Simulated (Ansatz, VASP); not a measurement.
## One calculation of Tl, two programs

```
Tl
1.0
     3.24855    0.00000    0.00000
     0.00000    3.24855    0.00000
     0.00000    0.00000    3.24855
Tl
1
Direct
  0.00000 0.00000 0.00000
```

Alike in both runs: task single point; functional PBE; k mesh 16 × 16 × 16; occupations fermi-dirac, width 0.1 eV; no spin polarisation.

```csv
,VASP,Ansatz
version,VASP 6.6.1,Ansatz 0.2.0
potentials or method,"VASP PAW PBE potentials, release 64 (Tl_d), cutoff 520 eV","plane waves (420 eV) with PAW, scalar-relativistic"
valence electrons in the cell,13,13
```

```csv
,VASP,Ansatz,Ansatz less VASP
pressure (GPa),0.1,0.1,+0.05
```

Spin-orbit coupling is off throughout.
